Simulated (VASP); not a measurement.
# HgTe (wurtzite type) (P6_3mc) in VASP: relaxation of cell and atoms with PBE

Aim: the relaxation of cell and atoms of HgTe (wurtzite type) with PBE.

All numbers are computed with VASP 6.6.1; they aren't measurements. Logs are shortened: lines on timing, memory, paths and dates and some standing lists are left out, and cuts for length are marked.

### Step 1. The cell of the first run

It takes space group P6_3mc (No. 186, hexagonal). The conventional cell has a = 3.795 Å, b = 3.795 Å, c = 6.186 Å, α = 90.00°, β = 90.00°, γ = 120.00°. Within 3.1 Å of Hg (site symmetry 3m) lie 4 Te at 2.32 to 2.33 Å. Within 3.1 Å of Te (site symmetry 3m) lie 4 Hg at 2.32 to 2.33 Å.

### Step 2. Relaxation of cell and atoms, PBE, target pressure 78 GPa, at which the enthalpy is minimised

INCAR reads:

```
  PREC = Accurate
  ENCUT = 600
  EDIFF = 1E-6
  ISMEAR = -1
  SIGMA = 0.05
  LREAL = F
  LASPH = T
  NELM = 80
  ALGO = Normal
  ISIF = 3
  LWAVE = F
  LCHARG = F
  GGA = PE
  IBRION = 2
  NSW = 60
  EDIFFG = -0.005
  PSTRESS = 780.0
```

KPOINTS reads:

```
regular mesh
0
Gamma
  10 10 5
```

POSCAR reads:

```
HgTe
1.0
    3.7953021340      0.0000000000      0.0000000000
   -1.8976510670      3.2868280631      0.0000000000
    0.0000000000      0.0000000000      6.1863424784
Hg Te
2 2
Direct
    0.3333333333      0.6666666667      0.0000000000
    0.6666666667      0.3333333333      0.5000000000
    0.3333333333      0.6666666667      0.3760000000
    0.6666666667      0.3333333333      0.8760000000
```

Potentials or basis: VASP PAW PBE potentials, release 64 (Hg, Te).

Started as:

```bash
> cat potpaw_PBE.64/Hg/POTCAR potpaw_PBE.64/Te/POTCAR > POTCAR
> mpirun -np 1 vasp_std > vasp.out
```

OUTCAR:

```text
PREC = Accurate
   ENCUT = 600
   EDIFF = 1E-6
   ISMEAR = -1
   LREAL = F
   LASPH = T
   NELM = 80
   ISIF = 3
   GGA = PE
   IBRION = 2
   NSW = 60
   EDIFFG = -0.005
   PSTRESS = 780.0

 ion  position               nearest neighbor table
   1  0.333  0.667  0.000-   4 2.32   4 2.32   4 2.32   3 2.33   2 3.79   2 3.79   2 3.79   2 3.79
                             2 3.79   2 3.79
   2  0.667  0.333  0.500-   3 2.32   3 2.32   3 2.32   4 2.33   1 3.79   1 3.79   1 3.79   1 3.79
                             1 3.79   1 3.79
   3  0.333  0.667  0.376-   2 2.32   2 2.32   2 2.32   1 2.33
   4  0.667  0.333  0.876-   1 2.32   1 2.32   1 2.32   2 2.33

  LATTYP: Found a hexagonal cell.
 ALAT       =     3.7953021340
 C/A-ratio  =     1.6300000000

  Lattice vectors:

 A1 = (   3.7953021340,   0.0000000000,   0.0000000000)
 A2 = (  -1.8976510670,   3.2868280631,   0.0000000000)
 A3 = (   0.0000000000,   0.0000000000,   6.1863424784)

Analysis of symmetry for initial positions (statically):
=====================================================================
 Subroutine PRICEL returns:
 Original cell was already a primitive cell.

 Routine SETGRP: Setting up the symmetry group for a
 hexagonal supercell.

 Subroutine GETGRP returns: Found 12 space group operations
 (whereof  6 operations were pure point group operations)
 out of a pool of 24 trial point group operations.

The static configuration has the point symmetry C_3v.
 The point group associated with its full space group is C_6v.

Analysis of symmetry for dynamics (positions and initial velocities):
=====================================================================
 Subroutine PRICEL returns:
 Original cell was already a primitive cell.

 Routine SETGRP: Setting up the symmetry group for a
 hexagonal supercell.

 Subroutine GETGRP returns: Found 12 space group operations
 (whereof  6 operations were pure point group operations)
 out of a pool of 24 trial point group operations.

The dynamic configuration has the point symmetry C_3v.
 The point group associated with its full space group is C_6v.

 Subroutine INISYM returns: Found 12 space group operations
 (whereof  6 operations are pure point group operations),
 and found     1 'primitive' translations

[... 82 lines left out ...]
   total plane-waves  NPLWV =  45000
   dimension x,y,z NGX =    30 NGY =   30 NGZ =   50
   dimension x,y,z NGXF=    60 NGYF=   60 NGZF=  100
   ions per type =               2   2
   NGX,Y,Z   is equivalent  to a cutoff of  13.14, 13.14, 13.44 a.u.
   NGXF,Y,Z  is equivalent  to a cutoff of  26.28, 26.28, 26.87 a.u.
 SYSTEM =  unknown system
   PREC   = accura    normal or accurate (medium, high low for compatibility)
   ISTART =      0    job   : 0-new  1-cont  2-samecut
   ICHARG =      2    charge: 1-file 2-atom 10-const
   ISPIN  =      1    spin polarized calculation?
   LNONCOLLINEAR =      F non collinear calculations
   LSORBIT =      F    spin-orbit coupling
   LASPH  =      T    aspherical Exc in radial PAW
   ENCUT  =  600.0 eV  44.10 Ry    6.64 a.u.   7.58  7.58 12.36*2*pi/ulx,y,z
   NELM   =     80;   NELMIN=  2; NELMDL= -5     # of ELM steps
   EDIFF  = 0.1E-05   stopping-criterion for ELM
   LREAL  =      F    real-space projection
   EDIFFG = -.5E-02   stopping-criterion for IOM
   NSW    =     60    number of steps for IOM
   IBRION =      2    ionic relax: 0-MD 1-quasi-New 2-CG
   NFREE  =      1    steps in history (QN), initial steepest desc. (CG)
   ISIF   =      3    stress and relaxation
   ISYM   =      2    0-nonsym 1-usesym 2-fastsym
   POTIM  = 0.5000    time-step for ionic-motion
   TEBEG  =    0.0;   TEEND  =   0.0 temperature during run
   PSTRESS=  780.0 pullay stress
   NELECT =      36.0000    total number of electrons
   NUPDOWN=      -1.0000    fix difference up-down
   EMIN   =  10.00;   EMAX   =-10.00  energy-range for DOS
   EFERMI =   0.00;   METHOD = LEGACY
   ISMEAR =    -1;   SIGMA  =   0.05  broadening in eV -4-tet -1-fermi 0-gaus
   EFERMI_NEDOS =   21; number of points for ismear=-14 and -15
   IALGO  =     38    algorithm
   IMIX   =      4    mixing-type and parameters
     AMIX     =   0.40;   BMIX     =  1.00
     AMIX_MAG =   1.60;   BMIX_MAG =  1.00
  volume/ion in A,a.u.               =      19.29       130.19
  Fermi-wavevector in a.u.,A,eV,Ry     =   1.269667  2.399323 21.933337  1.612055
  Thomas-Fermi vector in A             =   2.402696
   LORBIT       =      0    0 simple, 1 ext, 2 COOP (PROOUT), +10 PAW based schemes
   GGA     = PE    functional components
   LHFCALC =     F    Hartree Fock is set to
   AEXX    =    0.0000 exact exchange contribution
   IVDW    =     0    specifies the selected vdW correction
   LEPSILON=     F    determine dielectric tensor
   LRPA    =     F    only Hartree local field effects (RPA)
 conjugate gradient relaxation of ions
 non-spin polarized calculation
  energy-cutoff  :      600.00
  volume of cell :       77.17
 maximum number of plane-waves:      2603
   NGX = 15   NGY = 15   NGZ = 25

--------------------------------------- Ionic step        1  -------------------------------------------

 number of electron      36.0000003 magnetization

 Free energy of the ion-electron system (eV)
  ---------------------------------------------------
  ext. energy  EPLUGINS =         0.00000000
  ---------------------------------------------------
  free energy    TOTEN  =         5.97406420 eV

  energy without entropy =        5.97478718  energy(sigma->0) =        5.97442569

------------------------ aborting loop because EDIFF is reached ----------------------------------------

  FORCE on cell =-STRESS in cart. coord.  units (eV):
  Direction    XX          YY          ZZ          XY          YZ          ZX
  --------------------------------------------------------------------------------------
  -------------------------------------------------------------------------------------
  Total       55.1916727     55.1916727     55.8947027      0.0000000      0.0000000      0.0000000
  in kB     1145.8475455   1145.8475455   1160.4433209      0.0000000      0.0000000      0.0000000
  external PRESSURE =     370.7128040 kB  Pullay stress =     780.0000000 kB
[... 1320 lines left out ...]
     21      10.6673      0.00000
     22      12.0380      0.00000

 [... further k-points ...]

[... ionic steps 4 to 55 ...]

--------------------------------------- Ionic step       56  -------------------------------------------

 number of electron      36.0000010 magnetization

------------------------ aborting loop because EDIFF is reached ----------------------------------------
[... 75 lines left out ...]
--------------------------------------- Ionic step       58  -------------------------------------------

 number of electron      36.0000011 magnetization

 Free energy of the ion-electron system (eV)
  ---------------------------------------------------
  ext. energy  EPLUGINS =         0.00000000
  ---------------------------------------------------
  free energy    TOTEN  =         0.75298586 eV

  energy without entropy =        0.76462067  energy(sigma->0) =        0.75880326

 E-fermi :  11.6845     XC(G=0): -12.5578

 val. band max:       11.6008439185   @ k =   0.2000   0.2000   0.4000
 cond. band min:      11.7000810356   @ k =   0.3000   0.1000   0.4000
 fundamental gap:      0.0992371171
 Fermi energy:        11.6844778611
[... 635 lines left out ...]
  energy  without entropy=        0.7646206653  energy(sigma->0) =        0.75880326

  enthalpy is  TOTEN    =        34.1708701041 eV   P V=       33.4178842457

 reached required accuracy - stopping structural energy minimisation
```

OSZICAR:

```text
N       E                     dE             d eps       ncg     rms          rms(c)
DAV:   1     0.318539741010E+03    0.31854E+03   -0.19217E+04  1848   0.173E+03
DAV:   2     0.186171076496E+02   -0.29992E+03   -0.29408E+03  1938   0.397E+02
DAV:   3     0.513888834224E+01   -0.13478E+02   -0.13315E+02  2268   0.837E+01
DAV:   4     0.498309337977E+01   -0.15579E+00   -0.15567E+00  2270   0.814E+00
[... 530 lines left out ...]
       N       E                     dE             d eps       ncg     rms          rms(c)
DAV:   1     0.752978443343E+00    0.32427E-02   -0.66832E-04  2010   0.184E-01    0.230E-02
DAV:   2     0.752984363765E+00    0.59204E-05   -0.18563E-05  2040   0.468E-02    0.971E-03
DAV:   3     0.752985673265E+00    0.13095E-05   -0.20010E-06  1154   0.107E-02    0.608E-03
DAV:   4     0.752985858359E+00    0.18509E-06   -0.84836E-07   966   0.706E-03
  58 F= 0.34170870E+02 E0= 0.34176688E+02  d E =-.857044E-05
```

It took 64 min on 1 thread of Intel Xeon 8259CL, shared host; peak memory 0.29 GiB.

What came out:

```
Free energy                                                : 0.7530 eV
Relaxed volume                                             : 17.16 Å³/atom
Relaxed cell                                               : a = 2.805 Å, b = 2.805 Å, c = 10.071 Å, α = 90.00°, β = 90.00°, γ = 120.00°
Space group after relaxing (to 0.1 Å)                      : P6_3mc (No. 186)
Energy change on relaxing (the run minimises the enthalpy) : -1305.3 meV/atom
Ionic steps                                                : 58
Pressure after relaxing                                    : 78.0 GPa
Largest force after relaxing                               : 0.003 eV/Å
Band gap on the k mesh                                     : zero (bands 18 and 19 overlap by 8.46 eV)
```

Forces on the atoms (eV/Å):
```
Hg   0.000  0.000  0.003
Hg   0.000  0.000  0.003
Te   0.000  0.000 -0.003
Te   0.000  0.000 -0.003
```

The path:
```tsv
step	energy change (eV)	largest force (eV/Å)	pressure (GPa)	volume (Å³)
1	0.0000	0.1788	115.07	77.17
3	-5.5648	0.0575	68.96	87.08
5	-4.4638	0.0689	77.94	84.68
7	-4.3994	0.4526	78.50	84.54
9	-4.4299	0.4213	78.25	84.60
11	-4.7080	0.4275	75.96	85.11
13	-5.7732	0.0218	66.74	87.06
15	-6.1498	0.6445	63.16	87.78
17	-6.2516	0.7781	62.13	87.98
19	-6.2805	0.8071	61.83	88.04
21	-6.3930	0.9303	60.66	88.24
23	-6.7883	1.5684	56.14	89.03
25	-6.6695	1.3687	57.47	88.75
27	-6.6723	1.6181	56.36	88.42
29	-6.4242	3.7337	52.63	86.52
31	-5.3648	9.2104	54.34	82.42
33	-4.4911	12.0112	60.98	79.23
35	-5.3122	9.6423	59.57	77.78
37	-2.2999	4.3843	95.76	69.53
39	-4.9725	5.5403	71.73	73.03
41	-5.5931	4.7276	67.97	72.74
43	-5.7239	0.3837	71.15	70.74
45	-5.4989	0.9702	74.51	69.47
47	-4.7411	0.1883	83.15	67.73
49	-5.2501	0.1747	77.66	68.71
51	-5.2273	0.1293	77.91	68.66
53	-5.1912	0.0293	78.34	68.58
55	-5.2250	0.0102	77.93	68.65
57	-5.2243	0.0103	77.98	68.65
58	-5.2211	0.0032	78.00	68.64
```

Final structure:
```
Hg Te
1.0
     2.80546    0.00000    0.00000
    -1.40273    2.42960    0.00000
     0.00000    0.00000   10.07063
Hg Te
2 2
Direct
  0.33333 0.66667 0.05938
  0.66667 0.33333 0.55938
  0.33333 0.66667 0.31662
  0.66667 0.33333 0.81662
```

Caveat: the cell is relaxed towards a set pressure, so the run minimises the enthalpy, not the energy; a cell axis changed by over 15 % at a fixed basis, so the end point is rough; spin-orbit coupling is left out, which moves the levels of the heavy elements.

The gap in the log of VASP goes by the Fermi energy; the results here count the filled bands.